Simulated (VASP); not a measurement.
# Si (Fd-3m) in VASP: notebook

Runs on Si. Level: PBE. Tasks: single point.

All numbers are computed with VASP 6.6.1; they aren't measurements. Logs are shortened: lines on timing, memory, paths and dates and some standing lists are left out, and cuts for length are marked.

### Step 1. The cell of the first run

It takes space group Fd-3m (No. 227, cubic). The conventional cell has a = 5.123 Å, b = 5.123 Å, c = 5.123 Å, α = 90.00°, β = 90.00°, γ = 90.00°. Si (site symmetry -43m) has 4 Si at 2.22 Å within 2.9 Å.

### Step 2. Single point, PBE (volume scaled by 0.84)

Input file INCAR:

```
SYSTEM = Si
ALGO = Normal
EDIFF = 1E-6
ENCUT = 500
GGA = PE
GGA_COMPAT = .FALSE.
ISIF = 2
ISMEAR = 0
LASPH = .TRUE.
LCHARG = .TRUE.
LELF = .TRUE.
LREAL = .FALSE.
LVHAR = .TRUE.
LWAVE = .FALSE.
NBANDS = 11
NELM = 120
PREC = Accurate
SIGMA = 0.01
```

Input file KPOINTS:

```
k-points
0
G
  12 12 12
  0 0 0
```

Input file POSCAR:

```
Si
1.0
    0.0000000000      2.5617078313      2.5617078313
    2.5617078313      0.0000000000      2.5617078313
    2.5617078313      2.5617078313      0.0000000000
Si
2
Direct
    0.0000000000      0.0000000000      0.0000000000
    0.2500000000      0.2500000000      0.2500000000
```

Potentials or basis: VASP PAW PBE potentials, release 64 (Si).

Launch:

```bash
> cat potpaw_PBE.64/Si/POTCAR > POTCAR
> mpirun -np 1 vasp_std > vasp.out
```

OUTCAR:

```text
SYSTEM = Si
   EDIFF = 1E-6
   ENCUT = 500
   GGA = PE
   ISIF = 2
   ISMEAR = 0
   LASPH = .TRUE.
   LREAL = .FALSE.
   NELM = 120
   PREC = Accurate

 ion  position               nearest neighbor table
   1  0.000  0.000  0.000-   2 2.22   2 2.22   2 2.22   2 2.22
   2  0.250  0.250  0.250-   1 2.22   1 2.22   1 2.22   1 2.22

  LATTYP: Found a face centered cubic cell.
 ALAT       =     5.1234156626

  Lattice vectors:

 A1 = (   0.0000000000,   2.5617078313,   2.5617078313)
 A2 = (   2.5617078313,   0.0000000000,   2.5617078313)
 A3 = (   2.5617078313,   2.5617078313,   0.0000000000)

Analysis of symmetry for initial positions (statically):
=====================================================================
 Subroutine PRICEL returns:
 Original cell was already a primitive cell.

 Routine SETGRP: Setting up the symmetry group for a
 face centered cubic supercell.

 Subroutine GETGRP returns: Found 48 space group operations
 (whereof 24 operations were pure point group operations)
 out of a pool of 48 trial point group operations.

The static configuration has the point symmetry T_d .
 The point group associated with its full space group is O_h .

Analysis of symmetry for dynamics (positions and initial velocities):
=====================================================================
 Subroutine PRICEL returns:
 Original cell was already a primitive cell.

 Routine SETGRP: Setting up the symmetry group for a
 face centered cubic supercell.

 Subroutine GETGRP returns: Found 48 space group operations
 (whereof 24 operations were pure point group operations)
 out of a pool of 48 trial point group operations.

The dynamic configuration has the point symmetry T_d .
 The point group associated with its full space group is O_h .

 Subroutine INISYM returns: Found 48 space group operations
 (whereof 24 operations are pure point group operations),
 and found     1 'primitive' translations

----------------------------------------------------------------------------------------

                                     Primitive cell

  volume of cell :      33.6216

  direct lattice vectors                    reciprocal lattice vectors
     0.000000000  2.561707831  2.561707831    -0.195182290  0.195182290  0.195182290
     2.561707831  0.000000000  2.561707831     0.195182290 -0.195182290  0.195182290
     2.561707831  2.561707831  0.000000000     0.195182290  0.195182290 -0.195182290

  length of vectors
     3.622801958  3.622801958  3.622801958     0.338065642  0.338065642  0.338065642

  position of ions in fractional coordinates (direct lattice)
[... 83 lines left out ...]
   IBRION =     -1    ionic relax: 0-MD 1-quasi-New 2-CG
   NFREE  =      0    steps in history (QN), initial steepest desc. (CG)
   ISIF   =      2    stress and relaxation
   ISYM   =      2    0-nonsym 1-usesym 2-fastsym
   POTIM  = 0.5000    time-step for ionic-motion
   TEBEG  =    0.0;   TEEND  =   0.0 temperature during run
   PSTRESS=    0.0 pullay stress
   NELECT =       8.0000    total number of electrons
   NUPDOWN=      -1.0000    fix difference up-down
   EMIN   =  10.00;   EMAX   =-10.00  energy-range for DOS
   EFERMI =   0.00;   METHOD = LEGACY
   ISMEAR =     0;   SIGMA  =   0.01  broadening in eV -4-tet -1-fermi 0-gaus
   EFERMI_NEDOS =   21; number of points for ismear=-14 and -15
   IALGO  =     38    algorithm
   IMIX   =      4    mixing-type and parameters
     AMIX     =   0.40;   BMIX     =  1.00
     AMIX_MAG =   1.60;   BMIX_MAG =  1.00
  volume/ion in A,a.u.               =      16.81       113.44
  Fermi-wavevector in a.u.,A,eV,Ry     =   1.014453  1.917038 14.001956  1.029115
  Thomas-Fermi vector in A             =   2.147681
   LORBIT       =      0    0 simple, 1 ext, 2 COOP (PROOUT), +10 PAW based schemes
   GGA     = PE    functional components
   LHFCALC =     F    Hartree Fock is set to
   AEXX    =    0.0000 exact exchange contribution
   IVDW    =     0    specifies the selected vdW correction
   LEPSILON=     F    determine dielectric tensor
   LRPA    =     F    only Hartree local field effects (RPA)
 non-spin polarized calculation
 Gauss-broadening in eV      SIGMA  =   0.01
  energy-cutoff  :      500.00
  volume of cell :       33.62
 maximum number of plane-waves:       881
   NGX = 13   NGY = 13   NGZ = 13

 number of electron       8.0000001 magnetization

 Free energy of the ion-electron system (eV)
  ---------------------------------------------------
  ext. energy  EPLUGINS =         0.00000000
  ---------------------------------------------------
  free energy    TOTEN  =       -10.34719194 eV

  energy without entropy =      -10.34719194  energy(sigma->0) =      -10.34719194

 E-fermi :   7.8019     XC(G=0): -10.1088

 val. band max:        7.7418753818   @ k =   0.0000   0.0000   0.0000
 cond. band min:       7.9475367100   @ k =   0.4167   0.4167   0.0000
 fundamental gap:      0.2056613283
 Fermi energy:         7.8018719170

 k-point     1 :       0.0000    0.0000    0.0000
  band No.  band energies     occupation
      1      -5.5134      2.00000
      2       7.7419      2.00000
      3       7.7419      2.00000
      4       7.7419      2.00000
      5      10.3583      0.00000
      6      10.3583      0.00000
      7      10.3583      0.00000
      8      13.2424      0.00000
      9      15.5234      0.00000
     10      15.5234      0.00000
     11      16.4467      0.00000
[... 309 lines left out ...]
 k-point    24 :      -0.4167    0.1667    0.0000
  band No.  band energies     occupation
      1      -2.3958      2.00000
      2       0.1772      2.00000
      3       4.3369      2.00000
      4       5.8991      2.00000
      5       9.9105      0.00000
      6      12.1981      0.00000
      7      12.2588      0.00000
      8      16.4125      0.00000
      9      16.9481      0.00000
     10      17.0802      0.00000
     11      19.8453      0.00000

 [... further k-points ...]
[... 5 lines left out ...]
  --------------------------------------------------------------------------------------
  -------------------------------------------------------------------------------------
  Total        5.4952259      5.4952259      5.4952259     -0.0000000      0.0000000      0.0000000
  in kB      261.8649354    261.8649354    261.8649354     -0.0000000      0.0000000      0.0000000
  external PRESSURE =     261.8649354 kB  Pullay stress =       0.0000000 kB

 VOLUME and BASIS-vectors are now :
 -----------------------------------------------------------------------------
  energy-cutoff  :      500.00
  volume of cell :       33.62
      direct lattice vectors                 reciprocal lattice vectors
     0.000000000  2.561707831  2.561707831    -0.195182290  0.195182290  0.195182290
     2.561707831  0.000000000  2.561707831     0.195182290 -0.195182290  0.195182290
     2.561707831  2.561707831  0.000000000     0.195182290  0.195182290 -0.195182290

 POSITION                                       TOTAL-FORCE (eV/Angst)
 -----------------------------------------------------------------------------------
      0.00000      0.00000      0.00000         0.000000      0.000000      0.000000
      1.28085      1.28085      1.28085        -0.000000     -0.000000     -0.000000
 -----------------------------------------------------------------------------------
    total drift:                                0.000000      0.000000     -0.000000

  FREE ENERGIE OF THE ION-ELECTRON SYSTEM (eV)
  ---------------------------------------------------
  free  energy   TOTEN  =       -10.3471919411 eV

  energy  without entropy=      -10.3471919411  energy(sigma->0) =      -10.34719194
```

stdout:

```text
POSCAR found type information on POSCAR Si
 POSCAR found :  1 types and       2 ions
 scaLAPACK will be used
 LDA part: xc-table for (Slater+PW92), standard interpolation
 POSCAR, INCAR and KPOINTS ok, starting setup
 FFT: planning ... GRIDC
 FFT: planning ... GRID_SOFT
 FFT: planning ... GRID
 WAVECAR not read
 entering main loop
```

Wall time 37 s (1 thread of Intel Xeon 8259CL, shared host); peak memory 0.16 GiB.

Results:

```
Free energy            : -10.3472 eV
Pressure               : 26.2 GPa
Band gap on the k mesh : 0.21 eV, indirect (least direct gap 2.62 eV)
```

### Step 3. Single point, PBE (volume scaled by 0.88)

Input file INCAR:

```
SYSTEM = Si
PREC = Accurate
ENCUT = 500
EDIFF = 1E-6
ISMEAR = 0
SIGMA = 0.01
LREAL = .False.
LASPH = .True.
NELM = 120
ALGO = Normal
ISIF = 2
LWAVE = .False.
LCHARG = .False.
GGA = PE
NBANDS = 11
GGA_COMPAT = .False.
```

Input file KPOINTS:

```
Automatic mesh
0
Gamma
  12 12 12
  0 0 0
```

Input file POSCAR:

```
Si
1.0
    0.0000000000      2.6017409824      2.6017409824
    2.6017409824      0.0000000000      2.6017409824
    2.6017409824      2.6017409824      0.0000000000
Si
2
Direct
    0.0000000000      0.0000000000      0.0000000000
    0.2500000000      0.2500000000      0.2500000000
```

Potentials or basis: VASP PAW PBE potentials, release 64 (Si).

Launch:

```bash
> cat potpaw_PBE.64/Si/POTCAR > POTCAR
> mpirun -np 1 vasp_std > vasp.out
```

Wall time 42 s (1 thread of Intel Xeon 8259CL, shared host); peak memory 0.16 GiB.

Results (log left out):

```yaml
Free_energy: -10.5674 eV
Pressure: 18.2 GPa
Band_gap_on_the_k_mesh: 0.31 eV, indirect (least direct gap 2.61 eV)
```

Levels at points of the mesh, in eV from the valence-band top:
```
           k point  band 1  band 2  band 3  band 4  band 5  band 6  band 7  band 8  band 9
(0.00, 0.00, 0.00)  -12.89    0.00    0.00    0.00    2.61    2.61    2.61    4.92    7.77
(0.50, 0.00, 0.00)  -10.21   -7.62   -1.31   -1.31    2.00    3.25    3.25    7.87   10.88
(0.50, 0.50, 0.00)   -8.26   -8.26   -3.20   -3.20    0.42    0.42   11.25   11.25   11.38
```

 A k mesh can miss the band edges.

### Step 4. Single point, PBE (volume scaled by 0.92)

INCAR, as its differences from that of step 3:

```diff
@@ -12,4 +12,6 @@
 LWAVE = .False.
-LCHARG = .False.
+LCHARG = .True.
 GGA = PE
+LELF = .True.
+LVHAR = .True.
 NBANDS = 11
```

KPOINTS is that of step 3.

Input file POSCAR:

```
Si
1.0
    0.0000000000      2.6405786632      2.6405786632
    2.6405786632      0.0000000000      2.6405786632
    2.6405786632      2.6405786632      0.0000000000
Si
2
Direct
    0.0000000000      0.0000000000      0.0000000000
    0.2500000000      0.2500000000      0.2500000000
```

Potentials or basis: VASP PAW PBE potentials, release 64 (Si).

Launch:

```bash
> cat potpaw_PBE.64/Si/POTCAR > POTCAR
> mpirun -np 1 vasp_std > vasp.out
```

OUTCAR:

```text
SYSTEM = Si
   PREC = Accurate
   ENCUT = 500
   EDIFF = 1E-6
   ISMEAR = 0
   LREAL = .False.
   LASPH = .True.
   NELM = 120
   ISIF = 2
   GGA = PE

 ion  position               nearest neighbor table
   1  0.000  0.000  0.000-   2 2.29   2 2.29   2 2.29   2 2.29
   2  0.250  0.250  0.250-   1 2.29   1 2.29   1 2.29   1 2.29

  LATTYP: Found a face centered cubic cell.
 ALAT       =     5.2811573264

  Lattice vectors:

 A1 = (   0.0000000000,   2.6405786632,   2.6405786632)
 A2 = (   2.6405786632,   0.0000000000,   2.6405786632)
 A3 = (   2.6405786632,   2.6405786632,   0.0000000000)

Analysis of symmetry for initial positions (statically):
=====================================================================
 Subroutine PRICEL returns:
 Original cell was already a primitive cell.

 Routine SETGRP: Setting up the symmetry group for a
 face centered cubic supercell.

 Subroutine GETGRP returns: Found 48 space group operations
 (whereof 24 operations were pure point group operations)
 out of a pool of 48 trial point group operations.

The static configuration has the point symmetry T_d .
 The point group associated with its full space group is O_h .

Analysis of symmetry for dynamics (positions and initial velocities):
[... 165 lines left out ...]
 Fermi energy:         6.7794715549

 k-point     1 :       0.0000    0.0000    0.0000
  band No.  band energies     occupation
      1      -5.8490      2.00000
      2       6.7064      2.00000
      3       6.7064      2.00000
      4       6.7064      2.00000
      5       9.3018      0.00000
      6       9.3018      0.00000
      7       9.3018      0.00000
      8      11.0742      0.00000
      9      14.4630      0.00000
     10      14.4630      0.00000
     11      15.0098      0.00000
[... 309 lines left out ...]
 k-point    24 :      -0.4167    0.1667    0.0000
  band No.  band energies     occupation
      1      -3.0079      2.00000
      2      -0.4148      2.00000
      3       3.5222      2.00000
      4       4.9980      2.00000
      5       8.9135      0.00000
      6      10.9823      0.00000
      7      11.1437      0.00000
      8      15.0142      0.00000
      9      15.6487      0.00000
     10      15.6928      0.00000
     11      18.3021      0.00000

 [... further k-points ...]
[... 5 lines left out ...]
  --------------------------------------------------------------------------------------
  -------------------------------------------------------------------------------------
  Total        2.6713750      2.6713750      2.6713750     -0.0000000      0.0000000     -0.0000000
  in kB      116.2299677    116.2299677    116.2299677     -0.0000000      0.0000000     -0.0000000
  external PRESSURE =     116.2299677 kB  Pullay stress =       0.0000000 kB

 VOLUME and BASIS-vectors are now :
 -----------------------------------------------------------------------------
  energy-cutoff  :      500.00
  volume of cell :       36.82
      direct lattice vectors                 reciprocal lattice vectors
     0.000000000  2.640578663  2.640578663    -0.189352435  0.189352435  0.189352435
     2.640578663  0.000000000  2.640578663     0.189352435 -0.189352435  0.189352435
     2.640578663  2.640578663  0.000000000     0.189352435  0.189352435 -0.189352435

 POSITION                                       TOTAL-FORCE (eV/Angst)
 -----------------------------------------------------------------------------------
      0.00000      0.00000      0.00000         0.000000      0.000000      0.000000
      1.32029      1.32029      1.32029        -0.000000     -0.000000     -0.000000
 -----------------------------------------------------------------------------------
    total drift:                                0.000000      0.000000     -0.000000

  FREE ENERGIE OF THE ION-ELECTRON SYSTEM (eV)
  ---------------------------------------------------
  free  energy   TOTEN  =       -10.7150767446 eV

  energy  without entropy=      -10.7150767446  energy(sigma->0) =      -10.71507674
```

OSZICAR:

```text
N       E                     dE             d eps       ncg     rms          rms(c)
DAV:   1     0.605314885782E+01    0.60531E+01   -0.30744E+03  1584   0.542E+02
DAV:   2    -0.104380043920E+02   -0.16491E+02   -0.15699E+02  2140   0.836E+01
DAV:   3    -0.109453612305E+02   -0.50736E+00   -0.50607E+00  1982   0.122E+01
DAV:   4    -0.109488889924E+02   -0.35278E-02   -0.35273E-02  1897   0.130E+00
DAV:   5    -0.109489213092E+02   -0.32317E-04   -0.32317E-04  2016   0.115E-01    0.544E+00
DAV:   6    -0.107845320095E+02    0.16439E+00   -0.10060E-01  1761   0.130E+00    0.334E+00
DAV:   7    -0.107137247920E+02    0.70807E-01   -0.18046E-01  1804   0.185E+00    0.279E-01
DAV:   8    -0.107148804828E+02   -0.11557E-02   -0.71183E-03  1794   0.465E-01    0.891E-02
DAV:   9    -0.107150506235E+02   -0.17014E-03   -0.15806E-04  2019   0.812E-02    0.658E-02
DAV:  10    -0.107150766880E+02   -0.26064E-04   -0.23344E-05  1833   0.279E-02    0.974E-03
DAV:  11    -0.107150767446E+02   -0.56599E-07   -0.19747E-06  1928   0.732E-03
   1 F= -.10715077E+02 E0= -.10715077E+02  d E =-.660524E-28
```

Wall time 39 s (1 thread of Intel Xeon 8259CL, shared host); peak memory 0.16 GiB.

What came out:

* Free energy: -10.7151 eV
* Pressure: 11.6 GPa
* Band gap on the k mesh: 0.41 eV, indirect (least direct gap 2.60 eV)

Levels at points of the mesh, in eV from the valence-band top:
```csv
k point,band 2,band 3,band 4,band 5,band 6,band 7
"(0.00, 0.00, 0.00)",0.00,0.00,0.00,2.60,2.60,2.60
"(0.50, 0.00, 0.00)",-7.38,-1.27,-1.27,1.84,3.29,3.29
"(0.50, 0.50, 0.00)",-8.10,-3.08,-3.08,0.53,0.53,10.85
```

 A k mesh can miss the band edges.

### Step 5. Summary

```tsv
cell	gap on the mesh (eV)	pressure (GPa)
a = 3.623 Å, angles 60.0°, 2 atoms	0.21	26.2
a = 3.679 Å, angles 60.0°, 2 atoms	0.31	18.2
a = 3.734 Å, angles 60.0°, 2 atoms	0.41	11.6
```

Alike in all rows: task single point; level PBE; potentials or basis VASP PAW PBE potentials, release 64 (Si); no spin polarisation; k mesh 12 × 12 × 12; cutoff (eV) 500; smearing gaussian 0.01 eV.

Absolute energies hang on the potentials; compare differences alone.
